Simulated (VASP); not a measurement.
A run of VASP 6.6.1:

File INCAR:

```
PREC = Accurate ; ENCUT = 520
EDIFF = 1E-7 ; ISMEAR = -1
SIGMA = 0.05 ; LREAL = False
LASPH = True ; NELM = 60
ALGO = Normal ; ISIF = 2
LWAVE = False ; LCHARG = False
GGA = CA ; NBANDS = 16
```

The input KPOINTS:

```
Automatic mesh
0
Gamma
  12 12 4
```

Contents of POSCAR:

```
BN
1.0
    2.4982400000      0.0000000000      0.0000000000
   -1.2491200000      2.1635393048      0.0000000000
    0.0000000000      0.0000000000      6.6357000000
N B
2 2
Direct
    0.6666666667      0.3333333333      0.2500000000
    0.3333333333      0.6666666667      0.7500000000
    0.6666666667      0.3333333333      0.7500000000
    0.3333333333      0.6666666667      0.2500000000
```

Potentials or basis: VASP PAW LDA potentials, release 64 (N, B).

The run is started by

```sh
$ cat potpaw_LDA.64/N/POTCAR potpaw_LDA.64/B/POTCAR > POTCAR
$ mpirun -np 1 vasp_std > vasp.out
```

Hardware: 1 thread of Intel Xeon 6975P-C, with other jobs on the host.

**Question.** How long does it take, and how much memory?

**Answer.** Run time: 19 s on 1 thread of Intel Xeon 6975P-C (shared host), peak memory 0.14 GiB. Counts: scf iterations 13, k points 57.
